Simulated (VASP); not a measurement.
# H20CO12: single point with r2SCAN+D3(BJ)

System: H20CO12.

```
CELL_PARAMETERS angstrom
7.15309 0.00000 0.00000
0.00000 7.15309 0.00000
0.00000 0.00000 7.15309
ATOMIC_POSITIONS crystal
O 0.64785 0.82773 0.74295
O 0.63296 0.42354 0.36121
O 0.32119 0.66935 0.35678
O 0.37009 0.63004 0.93613
O 0.25775 0.96620 0.56675
O 0.45730 0.31588 0.69131
O 0.78471 0.98542 0.21089
O 0.04081 0.27117 0.23096
O 0.48030 0.19590 0.06411
O 0.85769 0.09195 0.56223
O 0.94266 0.65724 0.97481
O 0.99560 0.55935 0.67827
H 0.71969 0.94787 0.72655
H 0.56180 0.82919 0.63771
H 0.59478 0.55015 0.34659
H 0.58056 0.36742 0.24676
H 0.29345 0.79265 0.41350
H 0.24578 0.58329 0.41948
H 0.44146 0.72116 0.87559
H 0.36642 0.66855 0.06604
H 0.31466 0.08285 0.58310
H 0.12782 0.98729 0.59043
H 0.39920 0.42076 0.75017
H 0.55979 0.36633 0.61418
H 0.88566 0.06519 0.17763
H 0.83739 0.85855 0.18830
H 0.95307 0.36064 0.17588
H 0.16148 0.27778 0.15706
H 0.47863 0.23177 0.92989
H 0.57842 0.09772 0.06347
H 0.85282 0.22195 0.54786
H 0.79044 0.05114 0.45134
C 0.98465 0.60059 0.83184
```

- Program: VASP 6.6.1
- Task: single point
- Functional: r2SCAN
- Dispersion: D3(BJ)
- Potentials or basis: VASP PAW PBE potentials, release 64 (O_h, H_h, C_h)
- Cutoff: 910 eV
- k mesh: 1 × 1 × 1
- Occupations: fermi-dirac, width 0.05 eV
- Spin: no spin polarisation
- Dipole correction: no
- Further INCAR settings: LREAL = Auto; ALGO = Normal; EDIFF = 1e-06; NBANDS = 70

The pressure is 0.2 GPa and the largest force is 2.706 eV/Å. The band gap on the k mesh is 5.23 eV. The dispersion energy per atom is -0.017 eV.

Forces in eV/Å, atoms in the order of the input:
```
O    0.289  1.050 -0.368
O    0.545 -0.666 -0.715
O    1.031  1.544 -0.975
O   -1.208 -1.269  0.880
O   -0.276 -1.519 -0.079
O    0.618 -0.508 -0.395
O   -0.469 -2.374 -0.302
O    1.172  0.340 -1.400
O    0.852 -0.471 -0.945
O   -0.168 -1.209  0.720
O    0.077  0.338  2.683
O    1.040 -1.206 -2.186
H   -0.687 -1.179 -0.078
H    0.208  0.085  0.242
H   -0.405  0.739  0.242
H    0.024 -0.329  0.413
H    0.044 -0.434 -0.060
H   -0.937 -1.120  0.750
H    1.213  1.349 -0.777
H   -0.191 -0.222  0.036
H    0.875  1.701  0.233
H   -0.685  0.209 -0.112
H   -0.167  0.735  0.347
H   -0.822 -0.263  0.027
H    1.076  0.968  0.004
H   -0.687  1.223  0.153
H    0.690 -0.203  0.319
H   -1.667 -0.013  0.983
H   -0.038 -0.034  0.703
H   -0.810  0.556  0.483
H    0.205  1.670 -0.067
H    0.294 -0.342 -0.340
C   -1.033  0.856 -0.420
```

Stress tensor (GPa, compression positive):
```
-1.51  1.01 -0.77
 1.01  0.99  0.08
-0.77  0.08  1.10
```

Levels at points of the mesh, in eV from the valence-band top:
| k point | band 45 | band 46 | band 47 | band 48 | band 49 | band 50 | band 51 | band 52 |
| --- | --- | --- | --- | --- | --- | --- | --- | --- |
| (0.00, 0.00, 0.00) | -0.26 | -0.14 | -0.02 | 0.00 | 5.23 | 6.99 | 7.60 | 8.09 |

It took 7.3 min on 1 thread of Intel(R) Xeon(R) Platinum 8124M CPU @ 3.00GHz (Skylake/Cascade Lake), on a shared host, peak memory 0.79 GiB.

Caveat: the k points lie up to 0.88 Å⁻¹ apart; the cutoff is under 1.25 times the usual one of these potentials, so pressure, stress and relaxed cells hold a basis-set (Pulay) error; the atoms stand as in a frame of molecular dynamics; the PAW data sets were made with another functional, which shifts forces and pressure a little.
